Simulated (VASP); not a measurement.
# Al (Im-3m) in VASP: settings compared

The runs below take Al through relaxation of cell and atoms, with PBEsol+D4, RPBE+D3(BJ).

Program: VASP 6.6.1. These are calculated values, not measurements. Logs are shortened: lines on timing, memory, paths and dates and some standing lists are left out, and cuts for length are marked.

## (1) The cell of the first run

It takes space group Im-3m (No. 229, cubic). The conventional cell has a = 3.182 Å, b = 3.182 Å, c = 3.182 Å, α = 90.00°, β = 90.00°, γ = 90.00°. Within 3.6 Å of Al (site symmetry m-3m) lie 14 Al at 2.76 to 3.18 Å.

## (2) Relaxation of cell and atoms, PBEsol+D4

The input, INCAR:

```
SYSTEM = Al
  PREC = Accurate
  ENCUT = 600
  EDIFF = 1E-7
  ISMEAR = -1
  SIGMA = 0.05
  LREAL = .False.
  LASPH = .True.
  NELM = 80
  ALGO = Normal
  ISIF = 3
  LWAVE = .False.
  LCHARG = .False.
  GGA = PS
  IVDW = 13
  IBRION = 2
  NSW = 60
  EDIFFG = -0.01
```

The input, KPOINTS:

```
Automatic mesh
0
Gamma
  12 12 12
  0 0 0
```

The input, POSCAR:

```
Al
1.0
   -1.5912186900      1.5912186900      1.5912186900
    1.5912186900     -1.5912186900      1.5912186900
    1.5912186900      1.5912186900     -1.5912186900
Al
1
Direct
    0.0000000000      0.0000000000      0.0000000000
```

Potentials or basis: VASP PAW PBE potentials, release 64 (Al).

The run is started by

```bash
cat potpaw_PBE.64/Al/POTCAR > POTCAR
mpirun -np 1 vasp_std > vasp.out
```

OUTCAR:

```text
SYSTEM = Al
   PREC = Accurate
   ENCUT = 600
   EDIFF = 1E-7
   ISMEAR = -1
   LREAL = .False.
   LASPH = .True.
   NELM = 80
   ISIF = 3
   GGA = PS
   IVDW = 13
   IBRION = 2
   NSW = 60
   EDIFFG = -0.01

 ion  position               nearest neighbor table
   1  0.000  0.000  0.000-

  LATTYP: Found a body centered cubic cell.
 ALAT       =     3.1824373800

  Lattice vectors:

 A1 = (  -1.5912186900,   1.5912186900,   1.5912186900)
 A2 = (   1.5912186900,  -1.5912186900,   1.5912186900)
 A3 = (   1.5912186900,   1.5912186900,  -1.5912186900)

Analysis of symmetry for initial positions (statically):
=====================================================================
 Subroutine PRICEL returns:
 Original cell was already a primitive cell.

 Routine SETGRP: Setting up the symmetry group for a
 body centered cubic supercell.

 Subroutine GETGRP returns: Found 48 space group operations
[... 9 lines left out ...]

 Routine SETGRP: Setting up the symmetry group for a
 body centered cubic supercell.

 Subroutine GETGRP returns: Found 48 space group operations
[... 11 lines left out ...]
                                     Primitive cell

  volume of cell :      16.1157

  direct lattice vectors                    reciprocal lattice vectors
    -1.591218690  1.591218690  1.591218690     0.000000000  0.314224565  0.314224565
     1.591218690 -1.591218690  1.591218690     0.314224565  0.000000000  0.314224565
     1.591218690  1.591218690 -1.591218690     0.314224565  0.314224565  0.000000000

  length of vectors
     2.756071617  2.756071617  2.756071617     0.444380641  0.444380641  0.444380641

  position of ions in fractional coordinates (direct lattice)
     0.000000000  0.000000000  0.000000000

  ion indices of the primitive-cell ions
   primitive index   ion index
                 1           1

----------------------------------------------------------------------------------------

 KPOINTS: Automatic mesh

Automatic generation of k-mesh.
 Grid dimensions read from file:
 generate k-points for:   12   12   12

 Generating k-lattice:

  Cartesian coordinates                     Fractional coordinates (reciprocal lattice)
     0.000000000  0.026185380  0.026185380     0.083333333  0.000000000  0.000000000
     0.026185380  0.000000000  0.026185380     0.000000000  0.083333333  0.000000000
     0.026185380  0.026185380  0.000000000     0.000000000  0.000000000  0.083333333

  Length of vectors
     0.037031720  0.037031720  0.037031720

  Shift w.r.t. Gamma in fractional coordinates (k-lattice)
     0.000000000  0.000000000  0.000000000

 Subroutine IBZKPT returns following result:
 ===========================================

 Found     72 irreducible k-points:

 Following reciprocal coordinates:
            Coordinates               Weight
  0.000000  0.000000  0.000000      1.000000
  0.083333  0.000000  0.000000     12.000000
  0.166667  0.000000  0.000000     12.000000
  0.250000  0.000000  0.000000     12.000000
  0.333333  0.000000  0.000000     12.000000
  0.416667  0.000000  0.000000     12.000000
[... 16 lines left out ...]
  0.333333  0.083333  0.083333     24.000000
  0.416667  0.083333  0.083333     12.000000
 [... further k-points ...]
   k-points           NKPTS =     72   k-points in BZ     NKDIM =     72   number of bands    NBANDS=      5
   number of dos      NEDOS =    301   number of ions     NIONS =      1
   total plane-waves  NPLWV =  13824
   dimension x,y,z NGX =    24 NGY =   24 NGZ =   24
   dimension x,y,z NGXF=    48 NGYF=   48 NGZF=   48
   ions per type =               1
   NGX,Y,Z   is equivalent  to a cutoff of  14.48, 14.48, 14.48 a.u.
   NGXF,Y,Z  is equivalent  to a cutoff of  28.95, 28.95, 28.95 a.u.
 SYSTEM =  Al
   PREC   = accura    normal or accurate (medium, high low for compatibility)
   ISTART =      0    job   : 0-new  1-cont  2-samecut
   ICHARG =      2    charge: 1-file 2-atom 10-const
   ISPIN  =      1    spin polarized calculation?
   LNONCOLLINEAR =      F non collinear calculations
   LSORBIT =      F    spin-orbit coupling
   LASPH  =      T    aspherical Exc in radial PAW
   ENCUT  =  600.0 eV  44.10 Ry    6.64 a.u.   5.50  5.50  5.50*2*pi/ulx,y,z
   NELM   =     80;   NELMIN=  2; NELMDL= -5     # of ELM steps
   EDIFF  = 0.1E-06   stopping-criterion for ELM
   LREAL  =      F    real-space projection
   EDIFFG = -.1E-01   stopping-criterion for IOM
   NSW    =     60    number of steps for IOM
   IBRION =      2    ionic relax: 0-MD 1-quasi-New 2-CG
   NFREE  =      1    steps in history (QN), initial steepest desc. (CG)
   ISIF   =      3    stress and relaxation
   ISYM   =      2    0-nonsym 1-usesym 2-fastsym
   POTIM  = 0.5000    time-step for ionic-motion
   TEBEG  =    0.0;   TEEND  =   0.0 temperature during run
   PSTRESS=    0.0 pullay stress
   NELECT =       3.0000    total number of electrons
   NUPDOWN=      -1.0000    fix difference up-down
   EMIN   =  10.00;   EMAX   =-10.00  energy-range for DOS
[... 5 lines left out ...]
     AMIX     =   0.40;   BMIX     =  1.00
     AMIX_MAG =   1.60;   BMIX_MAG =  1.00
  volume/ion in A,a.u.               =      16.12       108.75
  Fermi-wavevector in a.u.,A,eV,Ry     =   0.934757  1.766435 11.888371  0.873771
  Thomas-Fermi vector in A             =   2.061595
   LORBIT       =      0    0 simple, 1 ext, 2 COOP (PROOUT), +10 PAW based schemes
   GGA     = PS    functional components
   LHFCALC =     F    Hartree Fock is set to
   AEXX    =    0.0000 exact exchange contribution
   IVDW    =    13    specifies the selected vdW correction
   LEPSILON=     F    determine dielectric tensor
   LRPA    =     F    only Hartree local field effects (RPA)
 conjugate gradient relaxation of ions
 non-spin polarized calculation
  energy-cutoff  :      600.00
  volume of cell :       16.12
 maximum number of plane-waves:       555
 NGX is ok and might be reduce to    24
   NGX = 11   NGY = 11   NGZ = 11

--------------------------------------- Ionic step        1  -------------------------------------------

 number of electron       3.0000000 magnetization

 Free energy of the ion-electron system (eV)
  ---------------------------------------------------
  ext. energy  EPLUGINS =         0.00000000
  ---------------------------------------------------
  free energy    TOTEN  =        -3.98702032 eV

  energy without entropy =       -3.98289373  energy(sigma->0) =       -3.98495702

------------------------ aborting loop because EDIFF is reached ----------------------------------------

  DFT-D4 for vdW energy calculation

  Edisp (eV):   -0.20473

  FORCE on cell =-STRESS in cart. coord.  units (eV):
  Direction    XX          YY          ZZ          XY          YZ          ZX
  --------------------------------------------------------------------------------------
  -------------------------------------------------------------------------------------
  Total       0.03931     0.03931     0.03931    -0.00000     0.00000    -0.00000
  in kB       3.90765     3.90765     3.90765    -0.00000     0.00000    -0.00000
  external pressure =        3.91 kB  Pullay stress =        0.00 kB

 VOLUME and BASIS-vectors are now :
 -----------------------------------------------------------------------------
  energy-cutoff  :      600.00
  volume of cell :       16.12
      direct lattice vectors                 reciprocal lattice vectors
    -1.591218690  1.591218690  1.591218690     0.000000000  0.314224565  0.314224565
     1.591218690 -1.591218690  1.591218690     0.314224565  0.000000000  0.314224565
     1.591218690  1.591218690 -1.591218690     0.314224565  0.314224565  0.000000000

 POSITION                                       TOTAL-FORCE (eV/Angst)
 -----------------------------------------------------------------------------------
      0.00000      0.00000      0.00000         0.000000      0.000000      0.000000
 -----------------------------------------------------------------------------------
    total drift:                                0.000000      0.000000      0.000000

  FREE ENERGIE OF THE ION-ELECTRON SYSTEM (eV)
  ---------------------------------------------------
  free  energy   TOTEN  =        -4.1917534783 eV

  energy  without entropy=       -4.1876268900  energy(sigma->0) =       -4.18969018

--------------------------------------- Ionic step        2  -------------------------------------------

 number of electron       3.0000000 magnetization

 Free energy of the ion-electron system (eV)
  ---------------------------------------------------
  ext. energy  EPLUGINS =         0.00000000
  ---------------------------------------------------
  free energy    TOTEN  =        -3.98821505 eV

  energy without entropy =       -3.98411719  energy(sigma->0) =       -3.98616612

 E-fermi :   8.1187     XC(G=0): -10.3261

 val. band max:        8.0637151916   @ k =  -0.4167  -0.4167   0.2500
 cond. band min:       8.1320364728   @ k =   0.3333   0.2500   0.0833
 fundamental gap:      0.0683212812
 Fermi energy:         8.1187468420

 k-point     1 :       0.0000    0.0000    0.0000
  band No.  band energies     occupation
      1      -3.1120      2.00000
      2      21.4895      0.00000
      3      21.4895      0.00000
      4      21.4895      0.00000
      5      23.0813      0.00000

 k-point     2 :       0.0833    0.0000    0.0000
  band No.  band energies     occupation
      1      -2.9099      2.00000
      2      19.3251      0.00000
      3      20.3343      0.00000
      4      20.7284      0.00000
      5      22.2678      0.00000

 k-point     3 :       0.1667    0.0000    0.0000
  band No.  band energies     occupation
      1      -2.3052      2.00000
      2      15.8794      0.00000
      3      18.9495      0.00000
      4      19.3665      0.00000
      5      20.9338      0.00000

 k-point     4 :       0.2500    0.0000    0.0000
  band No.  band energies     occupation
      1      -1.3032      2.00000
      2      12.4799      0.00000
      3      17.8477      0.00000
      4      18.1284      0.00000
      5      19.7752      0.00000

 k-point     5 :       0.3333    0.0000    0.0000
  band No.  band energies     occupation
      1       0.0875      2.00000
      2       9.3388      0.00000
      3      17.0595      0.00000
      4      17.1983      0.00000
      5      18.9218      0.00000

 k-point     6 :       0.4167    0.0000    0.0000
  band No.  band energies     occupation
      1       1.8532      2.00000
      2       6.5148      2.00000
      3      16.5874      0.00000
      4      16.6287      0.00000
      5      18.4040      0.00000
[... 113 lines left out ...]
 k-point    21 :       0.1667    0.0833    0.0833
  band No.  band energies     occupation
      1      -0.9044      2.00000
      2      12.8103      0.00000
      3      14.7833      0.00000
      4      15.3729      0.00000
      5      23.5773      0.00000

 k-point    22 :       0.2500    0.0833    0.0833
  band No.  band energies     occupation
      1       0.4822      2.00000
      2       9.6982      0.00000
      3      13.8543      0.00000
      4      14.5144      0.00000
      5      22.8670      0.00000

 k-point    23 :       0.3333    0.0833    0.0833
  band No.  band energies     occupation
      1       2.2423      2.00000
      2       6.8898      2.00000
      3      13.2931      0.00000
      4      13.9946      0.00000
      5      22.3896      0.00000

 k-point    24 :       0.4167    0.0833    0.0833
  band No.  band energies     occupation
      1       4.1271      2.00000
      2       4.6541      2.00000
      3      13.1055      0.00000
      4      13.8204      0.00000
      5      22.2250      0.00000

 [... further k-points ...]

------------------------ aborting loop because EDIFF is reached ----------------------------------------

  DFT-D4 for vdW energy calculation

  Edisp (eV):   -0.20363

  FORCE on cell =-STRESS in cart. coord.  units (eV):
  Direction    XX          YY          ZZ          XY          YZ          ZX
  --------------------------------------------------------------------------------------
  -------------------------------------------------------------------------------------
  Total      -0.00522    -0.00522    -0.00522     0.00000     0.00000    -0.00000
  in kB      -0.51613    -0.51613    -0.51613     0.00000     0.00000    -0.00000
  external pressure =       -0.52 kB  Pullay stress =        0.00 kB

 VOLUME and BASIS-vectors are now :
 -----------------------------------------------------------------------------
  energy-cutoff  :      600.00
  volume of cell :       16.21
      direct lattice vectors                 reciprocal lattice vectors
    -1.594235971  1.594235971  1.594235971     0.000000000  0.313629857  0.313629857
     1.594235971 -1.594235971  1.594235971     0.313629857  0.000000000  0.313629857
     1.594235971  1.594235971 -1.594235971     0.313629857  0.313629857  0.000000000

 POSITION                                       TOTAL-FORCE (eV/Angst)
 -----------------------------------------------------------------------------------
      0.00000      0.00000      0.00000         0.000000     -0.000000      0.000000
 -----------------------------------------------------------------------------------
    total drift:                                0.000000     -0.000000     -0.000000

  FREE ENERGIE OF THE ION-ELECTRON SYSTEM (eV)
  ---------------------------------------------------
  free  energy   TOTEN  =        -4.1918489492 eV

  energy  without entropy=       -4.1877510957  energy(sigma->0) =       -4.18980002

 reached required accuracy - stopping structural energy minimisation
```

Wall time 4.5 s (1 thread of Intel Xeon 6975P-C (Granite Rapids), shared host); peak memory 0.13 GiB.

Results:

| Item | Value |
| --- | --- |
| Free energy | -4.1918 eV |
| Relaxed volume | 16.21 Å³/atom |
| Relaxed cell | a = 2.761 Å, b = 2.761 Å, c = 2.761 Å, α = 109.47°, β = 109.47°, γ = 109.47° |
| Space group after relaxing (to 0.05 Å) | Im-3m (No. 229) |
| Energy gained by relaxing | 0.1 meV/atom |
| Ionic steps | 2 |
| Pressure after relaxing | -0.1 GPa |
| Dispersion energy per atom | -0.204 eV |

Final structure:
```
Al
1.0
    -1.59424    1.59424    1.59424
     1.59424   -1.59424    1.59424
     1.59424    1.59424   -1.59424
Al
1
Direct
  0.00000 0.00000 0.00000
```

Levels at points of the mesh, in eV from the Fermi level:
```csv
k point,band 1,band 2,band 3,band 4
"(0.00, 0.00, 0.00)",-11.23,13.37,13.37,13.37
"(0.50, 0.00, 0.00)",-4.37,-3.86,8.31,8.32
"(0.50, 0.50, 0.50)",1.92,1.92,1.92,2.97
```

Caveat: the PAW data sets were made with another functional, which shifts forces and pressure a little; pairwise dispersion overbinds metals, which lowers pressure and volume.

## (3) Relaxation of cell and atoms, RPBE+D3(BJ)

The input, INCAR:

```
SYSTEM = Al
PREC = Accurate
ENCUT = 600
EDIFF = 1E-6
ISMEAR = -1
SIGMA = 0.05
LREAL = .FALSE.
LASPH = .TRUE.
NELM = 100
ALGO = Fast
ISIF = 3
LWAVE = .FALSE.
LCHARG = .FALSE.
GGA = RP
IVDW = 12
IBRION = 2
NSW = 60
EDIFFG = -0.01
```

The input, KPOINTS:

```
Automatic mesh
0
G
  12 12 12
  0 0 0
```

POSCAR is that of step 2.

Potentials or basis: VASP PAW PBE potentials, release 64 (Al).

The run is started by

```bash
cat potpaw_PBE.64/Al/POTCAR > POTCAR
mpirun -np 1 vasp_std > vasp.out
```

It took 5.7 s on 1 thread of Intel Xeon 6975P-C (Granite Rapids), shared host; peak memory 0.15 GiB.

It converged, with:

* Free energy: -5.3692 eV
* Relaxed volume: 13.46 Å³/atom
* Relaxed cell: a = 2.595 Å, b = 2.595 Å, c = 2.595 Å, α = 109.47°, β = 109.47°, γ = 109.47°
* Space group after relaxing (to 0.05 Å): Im-3m (No. 229)
* Energy gained by relaxing: 157.1 meV/atom
* Ionic steps: 3
* Pressure after relaxing: 0.1 GPa
* Dispersion energy per atom: -2.224 eV

Step by step:
| step | energy change (eV) | largest force (eV/Å) | pressure (GPa) | volume (Å³) |
| --- | --- | --- | --- | --- |
| 1 | 0.0000 | 0.0000 | -16.29 | 16.12 |
| 2 | -0.1316 | 0.0000 | 9.85 | 12.59 |
| 3 | -0.1571 | 0.0000 | 0.11 | 13.46 |

Final structure:
```
CELL_PARAMETERS angstrom
-1.49837 1.49837 1.49837
1.49837 -1.49837 1.49837
1.49837 1.49837 -1.49837
ATOMIC_POSITIONS crystal
Al 0.00000 0.00000 0.00000
```

Levels at points of the mesh, in eV from the Fermi level:
| k point | band 1 | band 2 | band 3 | band 4 |
| --- | --- | --- | --- | --- |
| (0.00, 0.00, 0.00) | -12.63 | 14.57 | 14.57 | 14.57 |
| (0.50, 0.00, 0.00) | -5.14 | -4.11 | 8.73 | 9.96 |
| (0.50, 0.50, 0.50) | 2.29 | 2.29 | 2.29 | 2.57 |

Caveat: the volume moved by over 15 % at a fixed basis, so the end points are rough; the PAW data sets were made with another functional, which shifts forces and pressure a little; pairwise dispersion overbinds metals, which lowers pressure and volume.
